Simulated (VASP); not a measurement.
Set up this calculation in VASP 6.6.1, as the native input.

```yaml
Task: single point
Functional: RPBE
Potentials_or_basis: VASP PAW PBE potentials, release 64 (Os)
Cutoff: 520 eV
k_mesh: 11 × 11 × 6
Occupations: fermi-dirac, width 0.05 eV
Spin: no spin polarisation
Dipole_correction: no
Further_INCAR_settings: ALGO = Normal; EDIFF = 1e-06; NBANDS = 15
```

The structure of Os lies in POSCAR:

```
Os
1.0
    2.7877234178      0.0000000000      0.0000000000
   -1.3938617089      2.4142392985      0.0000000000
    0.0000000000      0.0000000000      4.4044215090
Os
2
Direct
    0.6666666667      0.3333333333      0.7500000000
    0.3333333333      0.6666666667      0.2500000000
```

The input as run:

INCAR

```
SYSTEM = Os
PREC = Accurate ; ENCUT = 520
EDIFF = 1E-6 ; ISMEAR = -1
SIGMA = 0.05 ; LREAL = .False.
LASPH = .True. ; NELM = 80
ALGO = Normal ; ISIF = 2
LWAVE = .False. ; LCHARG = .False.
GGA = RP ; NBANDS = 15
```

KPOINTS

```
Automatic mesh
0
Gamma
  11 11 6
  0 0 0
```

Potentials or basis: VASP PAW PBE potentials, release 64 (Os).

Run with:

```console
$ cat potpaw_PBE.64/Os/POTCAR > POTCAR
$ mpirun -np 1 vasp_std > vasp.out
```

It gave:

```yaml
Pressure: -10.2 GPa
Band_gap_on_the_k_mesh: zero (band 8 reaches 10.57 eV, above the bottom of band 9 at 7.04 eV)
```

Caveat: the PAW data sets were made with another functional, which shifts forces and pressure a little; spin-orbit coupling is left out, which moves the levels of the heavy elements.

Run time: 19 s on 1 thread of Intel(R) Xeon(R) Platinum 8259CL CPU @ 2.50GHz (Skylake/Cascade Lake), on a shared host, peak memory 0.16 GiB.
